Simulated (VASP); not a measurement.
# Zn (Im-3m) in VASP: notebook

The runs below take Zn through single point, with PBE, HSE06, RPBE.

Everything below comes from runs of VASP 6.6.1. Logs are shortened: lines on timing, memory, paths and dates and some standing lists are left out, and cuts for length are marked.

## Step 1: The cell of the first run

It takes space group Im-3m (No. 229, cubic). The conventional cell has a = 3.096 Å, b = 3.096 Å, c = 3.096 Å, α = 90.00°, β = 90.00°, γ = 90.00°. Zn (site symmetry m-3m) has 14 Zn at 2.68 to 3.10 Å within 3.5 Å.

## Step 2: Single point, PBE (volume scaled by 0.96)

Input file INCAR:

```
SYSTEM = Zn
PREC = Accurate ; ENCUT = 520
EDIFF = 1E-6 ; ISMEAR = -1
SIGMA = 0.05 ; LREAL = .FALSE.
LASPH = .TRUE. ; NELM = 80
ALGO = Fast ; ISIF = 2
LWAVE = .FALSE. ; LCHARG = .FALSE.
GGA = PE ; NBANDS = 12
```

Input file KPOINTS:

```
Automatic mesh
0
G
  12 12 12
  0 0 0
```

Input file POSCAR:

```
Zn
1.0
   -1.5478311978      1.5478311978      1.5478311978
    1.5478311978     -1.5478311978      1.5478311978
    1.5478311978      1.5478311978     -1.5478311978
Zn
1
Direct
    0.0000000000      0.0000000000      0.0000000000
```

Potentials or basis: VASP PAW PBE potentials, release 64 (Zn).

Run with:

```console
$ cat potpaw_PBE.64/Zn/POTCAR > POTCAR
$ mpirun -np 1 vasp_std > vasp.out
```

OUTCAR:

```text
SYSTEM = Zn
   PREC = Accurate
   ENCUT = 520
   EDIFF = 1E-6
   ISMEAR = -1
   LREAL = .FALSE.
   LASPH = .TRUE.
   NELM = 80
   ISIF = 2
   GGA = PE

 ion  position               nearest neighbor table
   1  0.000  0.000  0.000-

  LATTYP: Found a body centered cubic cell.
 ALAT       =     3.0956623956

  Lattice vectors:

 A1 = (  -1.5478311978,   1.5478311978,   1.5478311978)
 A2 = (   1.5478311978,  -1.5478311978,   1.5478311978)
 A3 = (   1.5478311978,   1.5478311978,  -1.5478311978)

Analysis of symmetry for initial positions (statically):
=====================================================================
 Subroutine PRICEL returns:
 Original cell was already a primitive cell.

 Routine SETGRP: Setting up the symmetry group for a
 body centered cubic supercell.

 Subroutine GETGRP returns: Found 48 space group operations
 (whereof 48 operations were pure point group operations)
 out of a pool of 48 trial point group operations.

The static configuration has the point symmetry O_h .

Analysis of symmetry for dynamics (positions and initial velocities):
=====================================================================
 Subroutine PRICEL returns:
 Original cell was already a primitive cell.

 Routine SETGRP: Setting up the symmetry group for a
 body centered cubic supercell.

 Subroutine GETGRP returns: Found 48 space group operations
 (whereof 48 operations were pure point group operations)
 out of a pool of 48 trial point group operations.

The dynamic configuration has the point symmetry O_h .

 Subroutine INISYM returns: Found 48 space group operations
 (whereof 48 operations are pure point group operations),
 and found     1 'primitive' translations

----------------------------------------------------------------------------------------

                                     Primitive cell

  volume of cell :      14.8331

  direct lattice vectors                    reciprocal lattice vectors
    -1.547831198  1.547831198  1.547831198     0.000000000  0.323032641  0.323032641
     1.547831198 -1.547831198  1.547831198     0.323032641  0.000000000  0.323032641
     1.547831198  1.547831198 -1.547831198     0.323032641  0.323032641  0.000000000

  length of vectors
     2.680922276  2.680922276  2.680922276     0.456837142  0.456837142  0.456837142

  position of ions in fractional coordinates (direct lattice)
     0.000000000  0.000000000  0.000000000

  ion indices of the primitive-cell ions
   primitive index   ion index
                 1           1

----------------------------------------------------------------------------------------

 KPOINTS: Automatic mesh

Automatic generation of k-mesh.
 Grid dimensions read from file:
 generate k-points for:   12   12   12

 Generating k-lattice:

  Cartesian coordinates                     Fractional coordinates (reciprocal lattice)
     0.000000000  0.026919387  0.026919387     0.083333333  0.000000000  0.000000000
     0.026919387  0.000000000  0.026919387     0.000000000  0.083333333  0.000000000
     0.026919387  0.026919387  0.000000000     0.000000000  0.000000000  0.083333333

  Length of vectors
     0.038069762  0.038069762  0.038069762

  Shift w.r.t. Gamma in fractional coordinates (k-lattice)
     0.000000000  0.000000000  0.000000000

 Subroutine IBZKPT returns following result:
 ===========================================

 Found     72 irreducible k-points:

 Following reciprocal coordinates:
            Coordinates               Weight
  0.000000  0.000000  0.000000      1.000000
  0.083333  0.000000  0.000000     12.000000
  0.166667  0.000000  0.000000     12.000000
  0.250000  0.000000  0.000000     12.000000
  0.333333  0.000000  0.000000     12.000000
  0.416667  0.000000  0.000000     12.000000
[... 16 lines left out ...]
  0.333333  0.083333  0.083333     24.000000
  0.416667  0.083333  0.083333     12.000000
 [... further k-points ...]
   k-points           NKPTS =     72   k-points in BZ     NKDIM =     72   number of bands    NBANDS=     12
   number of dos      NEDOS =    301   number of ions     NIONS =      1
   total plane-waves  NPLWV =   8000
   dimension x,y,z NGX =    20 NGY =   20 NGZ =   20
   dimension x,y,z NGXF=    40 NGYF=   40 NGZF=   40
   ions per type =               1
   NGX,Y,Z   is equivalent  to a cutoff of  12.40, 12.40, 12.40 a.u.
   NGXF,Y,Z  is equivalent  to a cutoff of  24.80, 24.80, 24.80 a.u.
 SYSTEM =  Zn
   PREC   = accura    normal or accurate (medium, high low for compatibility)
   ISTART =      0    job   : 0-new  1-cont  2-samecut
   ICHARG =      2    charge: 1-file 2-atom 10-const
   ISPIN  =      1    spin polarized calculation?
   LNONCOLLINEAR =      F non collinear calculations
   LSORBIT =      F    spin-orbit coupling
   LASPH  =      T    aspherical Exc in radial PAW
   ENCUT  =  520.0 eV  38.22 Ry    6.18 a.u.   4.98  4.98  4.98*2*pi/ulx,y,z
   NELM   =     80;   NELMIN=  2; NELMDL= -5     # of ELM steps
   EDIFF  = 0.1E-05   stopping-criterion for ELM
   LREAL  =      F    real-space projection
   EDIFFG = 0.1E-04   stopping-criterion for IOM
   NSW    =      0    number of steps for IOM
   IBRION =     -1    ionic relax: 0-MD 1-quasi-New 2-CG
   NFREE  =      0    steps in history (QN), initial steepest desc. (CG)
   ISIF   =      2    stress and relaxation
   ISYM   =      2    0-nonsym 1-usesym 2-fastsym
   POTIM  = 0.5000    time-step for ionic-motion
   TEBEG  =    0.0;   TEEND  =   0.0 temperature during run
   PSTRESS=    0.0 pullay stress
   NELECT =      12.0000    total number of electrons
   NUPDOWN=      -1.0000    fix difference up-down
   EMIN   =  10.00;   EMAX   =-10.00  energy-range for DOS
   EFERMI =   0.00;   METHOD = LEGACY
   ISMEAR =    -1;   SIGMA  =   0.05  broadening in eV -4-tet -1-fermi 0-gaus
   EFERMI_NEDOS =   21; number of points for ismear=-14 and -15
   IALGO  =     68    algorithm
   IMIX   =      4    mixing-type and parameters
     AMIX     =   0.40;   BMIX     =  1.00
     AMIX_MAG =   1.60;   BMIX_MAG =  1.00
  volume/ion in A,a.u.               =      14.83       100.10
  Fermi-wavevector in a.u.,A,eV,Ry     =   1.525428  2.882641 31.659804  2.326930
  Thomas-Fermi vector in A             =   2.633599
   LORBIT       =      0    0 simple, 1 ext, 2 COOP (PROOUT), +10 PAW based schemes
   GGA     = PE    functional components
   LHFCALC =     F    Hartree Fock is set to
   AEXX    =    0.0000 exact exchange contribution
   IVDW    =     0    specifies the selected vdW correction
   LEPSILON=     F    determine dielectric tensor
   LRPA    =     F    only Hartree local field effects (RPA)
 non-spin polarized calculation
 RMM-DIIS sequential band-by-band and
  energy-cutoff  :      520.00
  volume of cell :       14.83
 maximum number of plane-waves:       420
   NGX =  9   NGY =  9   NGZ =  9

 number of electron      12.0000015 magnetization

 Free energy of the ion-electron system (eV)
  ---------------------------------------------------
  ext. energy  EPLUGINS =         0.00000000
  ---------------------------------------------------
  free energy    TOTEN  =        -1.01367676 eV

  energy without entropy =       -1.00967081  energy(sigma->0) =       -1.01167378

 E-fermi :   3.3839     XC(G=0): -11.6987

 val. band max:        3.3741047001   @ k =   0.4167   0.0833   0.0000
 cond. band min:       3.7059756446   @ k =   0.3333   0.1667   0.1667
 fundamental gap:      0.3318709445
 Fermi energy:         3.3839222455

 k-point     1 :       0.0000    0.0000    0.0000
  band No.  band energies     occupation
      1      -7.2850      2.00000
      2      -4.4917      2.00000
      3      -4.4917      2.00000
      4      -4.4917      2.00000
      5      -3.9580      2.00000
      6      -3.9580      2.00000
      7      23.0325      0.00000
      8      23.0325      0.00000
      9      23.0326      0.00000
     10      24.4567      0.00000
     11      24.4567      0.00000
     12      24.4567      0.00000

 k-point     2 :       0.0833    0.0000    0.0000
  band No.  band energies     occupation
      1      -7.0602      2.00000
      2      -4.5137      2.00000
      3      -4.4867      2.00000
      4      -4.4371      2.00000
      5      -3.9782      2.00000
      6      -3.9566      2.00000
      7      20.0682      0.00000
      8      21.5329      0.00000
      9      21.9783      0.00000
     10      23.1470      0.00000
     11      23.2347      0.00000
     12      24.2855      0.00000

 k-point     3 :       0.1667    0.0000    0.0000
  band No.  band energies     occupation
      1      -6.4140      2.00000
      2      -4.5734      2.00000
      3      -4.4594      2.00000
      4      -4.2846      2.00000
      5      -4.0169      2.00000
      6      -3.9521      2.00000
      7      15.7390      0.00000
      8      19.4185      0.00000
      9      20.1203      0.00000
     10      21.6284      0.00000
     11      22.2919      0.00000
     12      24.9596      0.00000

 k-point     4 :       0.2500    0.0000    0.0000
  band No.  band energies     occupation
      1      -5.5562      2.00000
      2      -4.6546      2.00000
      3      -4.2268      2.00000
      4      -4.0680      2.00000
      5      -4.0325      2.00000
      6      -3.9443      2.00000
      7      11.6543      0.00000
      8      17.5866      0.00000
      9      18.5104      0.00000
     10      20.4530      0.00000
     11      21.5184      0.00000
     12      26.2013      0.00000

 k-point     5 :       0.3333    0.0000    0.0000
  band No.  band energies     occupation
      1      -5.1844      2.00000
      2      -4.7353      2.00000
      3      -4.0190      2.00000
      4      -3.9345      2.00000
      5      -3.8405      2.00000
      6      -3.0848      2.00000
      7       7.9287      0.00000
      8      16.1854      0.00000
      9      17.3119      0.00000
     10      19.6315      0.00000
     11      20.9835      0.00000
     12      27.9127      0.00000

 k-point     6 :       0.4167    0.0000    0.0000
  band No.  band energies     occupation
      1      -5.1761      2.00000
      2      -4.7941      2.00000
      3      -3.9958      2.00000
      4      -3.9261      2.00000
      5      -3.6664      2.00000
      6      -1.1603      2.00000
      7       4.6361      0.00000
      8      15.3020      0.00000
      9      16.5756      0.00000
     10      19.1480      0.00000
     11      20.6793      0.00000
     12      30.0128      0.00000

 k-point     7 :       0.5000    0.0000    0.0000
  band No.  band energies     occupation
      1      -5.1929      2.00000
      2      -4.8155      2.00000
      3      -3.9857      2.00000
      4      -3.9227      2.00000
      5      -3.6009      2.00000
      6       0.5714      2.00000
      7       2.4627      2.00000
      8      14.9994      0.00000
      9      16.3274      0.00000
     10      18.9886      0.00000
     11      20.5818      0.00000
     12      31.6740      0.00000

 k-point     8 :       0.0833    0.0833    0.0000
  band No.  band energies     occupation
      1      -6.6226      2.00000
      2      -4.5351      2.00000
      3      -4.5088      2.00000
      4      -4.3171      2.00000
      5      -4.0126      2.00000
      6      -3.9484      2.00000
      7      17.9242      0.00000
      8      18.0811      0.00000
      9      20.1899      0.00000
     10      23.0988      0.00000
     11      23.4219      0.00000
     12      24.7609      0.00000
[... 166 lines left out ...]
 k-point    20 :       0.0833    0.0833    0.0833
  band No.  band energies     occupation
      1      -6.0112      2.00000
      2      -4.5797      2.00000
      3      -4.5797      2.00000
      4      -4.0691      2.00000
      5      -3.9850      2.00000
      6      -3.9850      2.00000
      7      15.8470      0.00000
      8      16.2242      0.00000
      9      16.2242      0.00000
     10      25.2842      0.00000
     11      25.2842      0.00000
     12      25.7609      0.00000

 k-point    21 :       0.1667    0.0833    0.0833
  band No.  band energies     occupation
      1      -5.2328      2.00000
      2      -4.6648      2.00000
      3      -4.5528      2.00000
      4      -4.0045      2.00000
      5      -3.9576      2.00000
      6      -3.5778      2.00000
      7      12.0341      0.00000
      8      14.3866      0.00000
      9      14.7470      0.00000
     10      24.9605      0.00000
     11      25.2698      0.00000
     12      26.7230      0.00000

 k-point    22 :       0.2500    0.0833    0.0833
  band No.  band energies     occupation
      1      -4.9862      2.00000
      2      -4.7412      2.00000
      3      -4.2146      2.00000
      4      -3.9953      2.00000
      5      -3.9371      2.00000
      6      -2.4329      2.00000
      7       8.3336      0.00000
      8      13.1777      0.00000
      9      13.6758      0.00000
     10      24.0378      0.00000
     11      24.7204      0.00000
     12      28.4320      0.00000

 k-point    23 :       0.3333    0.0833    0.0833
  band No.  band energies     occupation
      1      -5.0265      2.00000
      2      -4.7934      2.00000
      3      -3.9777      2.00000
      4      -3.9439      2.00000
      5      -3.9247      2.00000
      6      -0.5518      2.00000
      7       5.0409      0.00000
      8      12.4257      0.00000
      9      13.0257      0.00000
     10      23.4627      0.00000
     11      24.3410      0.00000
     12      30.5389      0.00000

 k-point    24 :       0.4167    0.0833    0.0833
  band No.  band energies     occupation
      1      -5.0527      2.00000
      2      -4.8119      2.00000
      3      -3.9679      2.00000
      4      -3.9205      2.00000
      5      -3.8582      2.00000
      6       1.2905      2.00000
      7       2.7452      1.99999
      8      12.1693      0.00000
      9      12.8076      0.00000
     10      23.2702      0.00000
     11      24.2116      0.00000
     12      32.1362      0.00000

 [... further k-points ...]
[... 5 lines left out ...]
  --------------------------------------------------------------------------------------
  -------------------------------------------------------------------------------------
  Total        0.2473978      0.2473978      0.2473978     -0.0000000      0.0000000      0.0000000
  in kB       26.7224132     26.7224132     26.7224132     -0.0000000      0.0000000      0.0000000
  external PRESSURE =      26.7224132 kB  Pullay stress =       0.0000000 kB

 VOLUME and BASIS-vectors are now :
 -----------------------------------------------------------------------------
  energy-cutoff  :      520.00
  volume of cell :       14.83
      direct lattice vectors                 reciprocal lattice vectors
    -1.547831198  1.547831198  1.547831198     0.000000000  0.323032641  0.323032641
     1.547831198 -1.547831198  1.547831198     0.323032641  0.000000000  0.323032641
     1.547831198  1.547831198 -1.547831198     0.323032641  0.323032641  0.000000000

 POSITION                                       TOTAL-FORCE (eV/Angst)
 -----------------------------------------------------------------------------------
      0.00000      0.00000      0.00000         0.000000      0.000000      0.000000
 -----------------------------------------------------------------------------------
    total drift:                                0.000000     -0.000000      0.000000

  FREE ENERGIE OF THE ION-ELECTRON SYSTEM (eV)
  ---------------------------------------------------
  free  energy   TOTEN  =        -1.0136767584 eV

  energy  without entropy=       -1.0096708082  energy(sigma->0) =       -1.01167378
```

Run time: 20 s. Hardware: 1 thread of AMD EPYC 7R43 (Zen 3), shared host; peak memory 0.09 GiB.

What came out:

- Free energy: -1.0137 eV
- Pressure: 2.7 GPa
- Band gap on the k mesh: zero (band 6 reaches 7.64 eV, above the bottom of band 7 at 2.46 eV)

[end of part 1 of 2]
